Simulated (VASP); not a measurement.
BN, 4 atoms in the cell. The structure is hexagonal, space group P6_3mc (No. 186). The conventional cell has a = 2.554 Å, b = 2.554 Å, c = 4.227 Å, α = 90.00°, β = 90.00°, γ = 120.00°. Within 2.1 Å of N (site symmetry 3m) lie 4 B at 1.57 to 1.58 Å. Within 2.1 Å of B (site symmetry 3m) lie 4 N at 1.57 to 1.58 Å. 

* Program: VASP 6.6.1
* Task: single point
* Functional: LDA
* Potentials or basis: VASP PAW LDA potentials, release 64 (N, B)
* Cutoff: 520 eV
* k mesh: 12 × 12 × 6
* Occupations: fermi-dirac, width 0.05 eV
* Spin: no spin polarisation
* Dipole correction: no
* Further INCAR settings: ALGO = Normal; EDIFF = 1e-07; NBANDS = 16

Potentials or basis: VASP PAW LDA potentials, release 64 (N, B).

Run with:

```sh
$ cat potpaw_LDA.64/N/POTCAR potpaw_LDA.64/B/POTCAR > POTCAR
$ mpirun -np 1 vasp_std > vasp.out
```

Hardware: 1 thread of Intel(R) Xeon(R) 6975P-C (Granite Rapids), on a shared host.

Problem. How long does it take, and how much memory?

Solution. Wall time 9.3 s on 1 thread of Intel(R) Xeon(R) 6975P-C (Granite Rapids), with other jobs on the host, peak memory 0.13 GiB. Counts: scf iterations 13, k points 76.
